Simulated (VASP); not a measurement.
# Nb (Im-3m) in VASP: relaxation of volume and atoms at fixed shape with r2SCAN

Aim: the relaxation of volume and atoms at fixed shape of Nb with r2SCAN.

Everything below comes from runs of VASP 6.6.1. Logs are shortened: lines on timing, memory, paths and dates and some standing lists are left out, and cuts for length are marked.

### Step 1. The cell of the first run

Symmetry: Im-3m, No. 229, cubic system. The conventional cell has a = 3.330 Å, b = 3.330 Å, c = 3.330 Å, α = 90.00°, β = 90.00°, γ = 90.00°. Within 3.8 Å of Nb (site symmetry m-3m) lie 14 Nb at 2.88 to 3.33 Å.

### Step 2. Relaxation of volume and atoms at fixed shape, r2SCAN

Contents of POSCAR:

```
Nb
1.0
    3.3300000000      0.0000000000      0.0000000000
    0.0000000000      3.3300000000      0.0000000000
    0.0000000000      0.0000000000      3.3300000000
Nb
2
Direct
    0.0000000000      0.0000000000      0.0000000000
    0.5000000000      0.5000000000      0.5000000000
```

Contents of INCAR.step1:

```
SYSTEM = Nb
PREC = Accurate
ENCUT = 600
ISMEAR = -1
SIGMA = 0.1
LREAL = .False.
LASPH = .True.
NELM = 100
GGA = PE
ALGO = Normal
EDIFF = 1E-4
LWAVE = .True.
LCHARG = .False.
```

Contents of INCAR.step2:

```
SYSTEM = Nb
PREC = Accurate
ENCUT = 600
EDIFF = 1E-6
ISMEAR = -1
SIGMA = 0.1
LREAL = .False.
LASPH = .True.
NELM = 100
ALGO = Normal
ISIF = 8
LWAVE = .False.
LCHARG = .False.
METAGGA = R2SCAN
LMIXTAU = .True.
IBRION = 2
NSW = 80
EDIFFG = -0.03
ISTART = 1
```

Contents of KPOINTS:

```
Automatic mesh
0
Gamma
  14 14 14
  0 0 0
```

Potentials or basis: VASP PAW PBE potentials, release 64 (Nb_sv).

Started as:

```sh
> cat potpaw_PBE.64/Nb_sv/POTCAR > POTCAR
> cp INCAR.step1 INCAR
> mpirun -np 1 vasp_std > vasp.out
> cp INCAR.step2 INCAR
> mpirun -np 1 vasp_std > vasp.out
```

OUTCAR:

```text
SYSTEM = Nb
   PREC = Accurate
   ENCUT = 600
   EDIFF = 1E-6
   ISMEAR = -1
   LREAL = .False.
   LASPH = .True.
   NELM = 100
   ISIF = 8
   METAGGA = R2SCAN
   IBRION = 2
   NSW = 80
   EDIFFG = -0.03
   ISTART = 1

 ion  position               nearest neighbor table
   1  0.000  0.000  0.000-   2 2.88   2 2.88   2 2.88   2 2.88   2 2.88   2 2.88   2 2.88   2 2.88

   2  0.500  0.500  0.500-   1 2.88   1 2.88   1 2.88   1 2.88   1 2.88   1 2.88   1 2.88   1 2.88

  LATTYP: Found a simple cubic cell.
 ALAT       =     3.3300000000

  Lattice vectors:

 A1 = (   3.3300000000,   0.0000000000,   0.0000000000)
 A2 = (   0.0000000000,   3.3300000000,   0.0000000000)
 A3 = (   0.0000000000,   0.0000000000,   3.3300000000)

Analysis of symmetry for initial positions (statically):
=====================================================================
 Subroutine PRICEL returns following result:

  LATTYP: Found a body centered cubic cell.
 ALAT       =     3.3300000000

  Lattice vectors:

 A1 = (   1.6650000000,   1.6650000000,  -1.6650000000)
 A2 = (  -1.6650000000,   1.6650000000,   1.6650000000)
 A3 = (   1.6650000000,  -1.6650000000,   1.6650000000)

   2 primitive cells build up your supercell.

 Routine SETGRP: Setting up the symmetry group for a
 simple cubic supercell.

 Subroutine GETGRP returns: Found 48 space group operations
 (whereof 48 operations were pure point group operations)
 out of a pool of 48 trial point group operations.

The static configuration has the point symmetry O_h .

Analysis of symmetry for dynamics (positions and initial velocities):
=====================================================================
 Subroutine PRICEL returns following result:

  LATTYP: Found a body centered cubic cell.
 ALAT       =     3.3300000000

  Lattice vectors:

 A1 = (   1.6650000000,   1.6650000000,  -1.6650000000)
 A2 = (  -1.6650000000,   1.6650000000,   1.6650000000)
 A3 = (   1.6650000000,  -1.6650000000,   1.6650000000)

   2 primitive cells build up your supercell.

 Routine SETGRP: Setting up the symmetry group for a
 simple cubic supercell.

 Subroutine GETGRP returns: Found 48 space group operations
 (whereof 48 operations were pure point group operations)
 out of a pool of 48 trial point group operations.

The dynamic configuration has the point symmetry O_h .

 Subroutine INISYM returns: Found 48 space group operations
 (whereof 48 operations are pure point group operations),
 and found     2 'primitive' translations

----------------------------------------------------------------------------------------

                                     Primitive cell

  volume of cell :      18.4630

  direct lattice vectors                    reciprocal lattice vectors
     1.665000000  1.665000000 -1.665000000     0.300300300  0.300300300  0.000000000
    -1.665000000  1.665000000  1.665000000     0.000000000  0.300300300  0.300300300
     1.665000000 -1.665000000  1.665000000     0.300300300  0.000000000  0.300300300

  length of vectors
     2.883864595  2.883864595  2.883864595     0.424688757  0.424688757  0.424688757

  position of ions in fractional coordinates (direct lattice)
     0.000000000  0.000000000  0.000000000

  ion indices of the primitive-cell ions
   primitive index   ion index
                 1           1

----------------------------------------------------------------------------------------

 KPOINTS: Automatic mesh

Automatic generation of k-mesh.
 Grid dimensions read from file:
 generate k-points for:   14   14   14

 Generating k-lattice:

  Cartesian coordinates                     Fractional coordinates (reciprocal lattice)
     0.021450021  0.000000000  0.000000000     0.071428571  0.000000000  0.000000000
     0.000000000  0.021450021  0.000000000     0.000000000  0.071428571  0.000000000
     0.000000000  0.000000000  0.021450021     0.000000000  0.000000000  0.071428571

  Length of vectors
     0.021450021  0.021450021  0.021450021

  Shift w.r.t. Gamma in fractional coordinates (k-lattice)
     0.000000000  0.000000000  0.000000000

 Subroutine IBZKPT returns following result:
 ===========================================

 Found    120 irreducible k-points:

 Following reciprocal coordinates:
            Coordinates               Weight
  0.000000  0.000000  0.000000      1.000000
  0.071429  0.000000  0.000000      6.000000
  0.142857  0.000000  0.000000      6.000000
  0.214286  0.000000  0.000000      6.000000
  0.285714  0.000000  0.000000      6.000000
  0.357143  0.000000  0.000000      6.000000
[... 16 lines left out ...]
  0.285714  0.214286  0.000000     24.000000
  0.357143  0.214286  0.000000     24.000000
 [... further k-points ...]
   k-points           NKPTS =    120   k-points in BZ     NKDIM =    120   number of bands    NBANDS=     17
   number of dos      NEDOS =    301   number of ions     NIONS =      2
   total plane-waves  NPLWV =  21952
   dimension x,y,z NGX =    28 NGY =   28 NGZ =   28
   dimension x,y,z NGXF=    56 NGYF=   56 NGZF=   56
   ions per type =               2
   NGX,Y,Z   is equivalent  to a cutoff of  13.98, 13.98, 13.98 a.u.
   NGXF,Y,Z  is equivalent  to a cutoff of  27.96, 27.96, 27.96 a.u.
 SYSTEM =  Nb
   PREC   = accura    normal or accurate (medium, high low for compatibility)
   ISTART =      1    job   : 0-new  1-cont  2-samecut
   ICHARG =      0    charge: 1-file 2-atom 10-const
   ISPIN  =      1    spin polarized calculation?
   LNONCOLLINEAR =      F non collinear calculations
   LSORBIT =      F    spin-orbit coupling
   LASPH  =      T    aspherical Exc in radial PAW
   ENCUT  =  600.0 eV  44.10 Ry    6.64 a.u.   6.65  6.65  6.65*2*pi/ulx,y,z
   NELM   =    100;   NELMIN=  2; NELMDL=  0     # of ELM steps
   EDIFF  = 0.1E-05   stopping-criterion for ELM
   LREAL  =      F    real-space projection
   EDIFFG = -.3E-01   stopping-criterion for IOM
   NSW    =     80    number of steps for IOM
   IBRION =      2    ionic relax: 0-MD 1-quasi-New 2-CG
   NFREE  =      1    steps in history (QN), initial steepest desc. (CG)
   ISIF   =      8    stress and relaxation
   ISYM   =      2    0-nonsym 1-usesym 2-fastsym
   POTIM  = 0.5000    time-step for ionic-motion
   TEBEG  =    0.0;   TEEND  =   0.0 temperature during run
   PSTRESS=    0.0 pullay stress
   NELECT =      26.0000    total number of electrons
   NUPDOWN=      -1.0000    fix difference up-down
   EMIN   =  10.00;   EMAX   =-10.00  energy-range for DOS
   EFERMI =   0.00;   METHOD = LEGACY
   ISMEAR =    -1;   SIGMA  =   0.10  broadening in eV -4-tet -1-fermi 0-gaus
   EFERMI_NEDOS =   21; number of points for ismear=-14 and -15
   IALGO  =     38    algorithm
   IMIX   =      4    mixing-type and parameters
     AMIX     =   0.40;   BMIX     =  1.00
     AMIX_MAG =   1.60;   BMIX_MAG =  1.00
  volume/ion in A,a.u.               =      18.46       124.59
  Fermi-wavevector in a.u.,A,eV,Ry     =   1.456426  2.752246 28.860355  2.121176
  Thomas-Fermi vector in A             =   2.573345
   LORBIT       =      0    0 simple, 1 ext, 2 COOP (PROOUT), +10 PAW based schemes
   METAGGA = R2SCAN    functional components
   LHFCALC =     F    Hartree Fock is set to
   AEXX    =    0.0000 exact exchange contribution
   IVDW    =     0    specifies the selected vdW correction
   LEPSILON=     F    determine dielectric tensor
   LRPA    =     F    only Hartree local field effects (RPA)
 conjugate gradient relaxation of ions
 non-spin polarized calculation
  energy-cutoff  :      600.00
  volume of cell :       36.93
 maximum number of plane-waves:      1253
 NGX is ok and might be reduce to    28
   NGX = 13   NGY = 13   NGZ = 13

--------------------------------------- Ionic step        1  -------------------------------------------

 number of electron      26.0000001 magnetization

 Free energy of the ion-electron system (eV)
  ---------------------------------------------------
  ext. energy  EPLUGINS =         0.00000000
  ---------------------------------------------------
  free energy    TOTEN  =       -49.71827940 eV

  energy without entropy =      -49.62291611  energy(sigma->0) =      -49.67059776

------------------------ aborting loop because EDIFF is reached ----------------------------------------

  FORCE on cell =-STRESS in cart. coord.  units (eV):
  Direction    XX          YY          ZZ          XY          YZ          ZX
  --------------------------------------------------------------------------------------
  -------------------------------------------------------------------------------------
  Total       -0.9161143     -0.9161143     -0.9161143      0.0000000      0.0000000      0.0000000
  in kB      -39.7491235    -39.7491235    -39.7491235      0.0000000      0.0000000      0.0000000
  external PRESSURE =     -39.7491235 kB  Pullay stress =       0.0000000 kB

 VOLUME and BASIS-vectors are now :
 -----------------------------------------------------------------------------
  energy-cutoff  :      600.00
  volume of cell :       36.93
      direct lattice vectors                 reciprocal lattice vectors
     3.330000000  0.000000000  0.000000000     0.300300300  0.000000000  0.000000000
     0.000000000  3.330000000  0.000000000     0.000000000  0.300300300  0.000000000
     0.000000000  0.000000000  3.330000000     0.000000000  0.000000000  0.300300300
[... 37 lines left out ...]
 POSITION                                       TOTAL-FORCE (eV/Angst)
 -----------------------------------------------------------------------------------
      3.25641      0.00000      3.25641         0.000000     -0.000000      0.000000
      1.62821      1.62821      1.62821         0.000000      0.000000      0.000000
 -----------------------------------------------------------------------------------
    total drift:                                0.000000      0.000000      0.000000

  FREE ENERGIE OF THE ION-ELECTRON SYSTEM (eV)
  ---------------------------------------------------
  free  energy   TOTEN  =       -49.6921561453 eV

  energy  without entropy=      -49.6037706089  energy(sigma->0) =      -49.64796338

--------------------------------------- Ionic step        3  -------------------------------------------

 number of electron      26.0000002 magnetization

 Free energy of the ion-electron system (eV)
  ---------------------------------------------------
  ext. energy  EPLUGINS =         0.00000000
  ---------------------------------------------------
  free energy    TOTEN  =       -49.72931849 eV

  energy without entropy =      -49.63630216  energy(sigma->0) =      -49.68281032

 E-fermi :  11.1384     XC(G=0): -13.6186

 val. band max:       11.1381401133   @ k =   0.4286   0.4286   0.2857
 cond. band min:      11.1583864056   @ k =   0.3571   0.2143   0.0714
 fundamental gap:      0.0202462923
 Fermi energy:        11.1383695189

 k-point     1 :       0.0000    0.0000    0.0000
  band No.  band energies     occupation
      1     -45.0333      2.00000
      2     -44.5801      2.00000
      3     -20.5557      2.00000
      4     -20.5557      2.00000
      5     -20.5557      2.00000
      6     -19.5754      2.00000
[... 9 lines left out ...]
     16      14.6852      0.00000
     17      16.9770      0.00000
[... 441 lines left out ...]
 k-point    24 :       0.3571    0.2143    0.0000
  band No.  band energies     occupation
      1     -44.8605      2.00000
      2     -44.7059      2.00000
      3     -20.7891      2.00000
      4     -20.4745      2.00000
      5     -20.2146      2.00000
      6     -19.9840      2.00000
[... 9 lines left out ...]
     16      13.6205      0.00000
     17      14.5536      0.00000

 [... further k-points ...]
[... 5 lines left out ...]
  --------------------------------------------------------------------------------------
  -------------------------------------------------------------------------------------
  Total       -0.0094767     -0.0094767     -0.0094767      0.0000000      0.0000000     -0.0000000
  in kB       -0.4209746     -0.4209746     -0.4209746      0.0000000      0.0000000     -0.0000000
  external PRESSURE =      -0.4209746 kB  Pullay stress =       0.0000000 kB

 VOLUME and BASIS-vectors are now :
 -----------------------------------------------------------------------------
  energy-cutoff  :      600.00
  volume of cell :       36.07
      direct lattice vectors                 reciprocal lattice vectors
     3.303973134  0.000000000  0.000000000     0.302665899  0.000000000  0.000000000
     0.000000000  3.303973134  0.000000000     0.000000000  0.302665899  0.000000000
     0.000000000  0.000000000  3.303973134     0.000000000  0.000000000  0.302665899

 POSITION                                       TOTAL-FORCE (eV/Angst)
 -----------------------------------------------------------------------------------
      0.00000      0.00000      0.00000         0.000000     -0.000000      0.000000
      1.65199      1.65199      1.65199        -0.000000      0.000000     -0.000000
 -----------------------------------------------------------------------------------
    total drift:                                0.000000      0.000000      0.000000

  FREE ENERGIE OF THE ION-ELECTRON SYSTEM (eV)
  ---------------------------------------------------
  free  energy   TOTEN  =       -49.7293184911 eV

  energy  without entropy=      -49.6363021566  energy(sigma->0) =      -49.68281032

 reached required accuracy - stopping structural energy minimisation
```

It took 11 min on 1 thread of Intel Xeon 6975P-C, shared host; peak memory 0.23 GiB.

Results:

| Quantity | Value |
| --- | --- |
| Free energy | -49.7293 eV |
| Relaxed volume | 18.03 Å³/atom |
| Relaxed cell | a = 3.304 Å, b = 3.304 Å, c = 3.304 Å, α = 90.00°, β = 90.00°, γ = 90.00° |
| Space group after relaxing (to 0.05 Å) | Im-3m (No. 229) |
| Energy gained by relaxing | 5.5 meV/atom |
| Ionic steps | 3 |
| Pressure after relaxing | 0.0 GPa |
| Band gap on the k mesh | zero (band 13 reaches 13.37 eV, above the bottom of band 14 at 9.84 eV) |

Step by step:
| step | energy change (eV) | largest force (eV/Å) | pressure (GPa) | volume (Å³) |
| --- | --- | --- | --- | --- |
| 1 | 0.0000 | 0.0000 | -3.97 | 36.93 |
| 2 | 0.0261 | 0.0000 | 8.06 | 34.53 |
| 3 | -0.0110 | 0.0000 | -0.04 | 36.07 |

Final structure:
```xyz
2
Lattice="3.3040 0.0000 0.0000 0.0000 3.3040 0.0000 0.0000 0.0000 3.3040" Properties=species:S:1:pos:R:3 pbc="T T T"
Nb    0.0000    0.0000    0.0000
Nb    1.6520    1.6520    1.6520
```

Caveat: the PAW data sets were made with another functional, which shifts forces and pressure a little.
